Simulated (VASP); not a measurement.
Runs of VASP 6.6.1 on GdN. The structure is that of space group Fm-3m (No. 225), or close to it. The cells are those of the table. 

| level | U | cell | gap on the mesh (eV) | pressure (GPa) | moment (μB) |
| --- | --- | --- | --- | --- | --- |
| r2SCAN | - | a = 3.517 Å, angles 60.0°, 2 atoms | none | 0.0 | 7.00 |
| r2SCAN | - | a = 3.540 Å, angles 60.0°, 2 atoms | none | -3.0 | 7.00 |
| r2SCAN | - | a = 3.563 Å, angles 60.0°, 2 atoms | none | -5.7 | 7.00 |
| r2SCAN+U | Gd f U = 2.0 eV | a = 3.517 Å, angles 60.0°, 2 atoms | none | (a) | 7.00 |

Alike in all rows: task single point; potentials or basis VASP PAW PBE potentials, release 64 (Gd, N); spin collinear, ferromagnetic start; k mesh 12 × 12 × 12; cutoff (eV) 520; smearing gaussian 0.05 eV.

Q: Estimate the missing entries.

A: (a) 0.8.

Caveats: the PAW data sets were made with another functional, which shifts forces and pressure a little; spin-orbit coupling is left out, which moves the levels of the heavy elements; a cell with one magnetic atom can't hold antiferromagnetic order, which such compounds often take; semilocal functionals describe open f shells poorly, which spoils levels, moments and volumes (at least some runs); the cell stands under tension (at least some runs).

A k mesh can miss the band edges, and the runs leave out spin-orbit coupling on Gd.

A gap of «none» marks levels without a gap at the run's occupations.
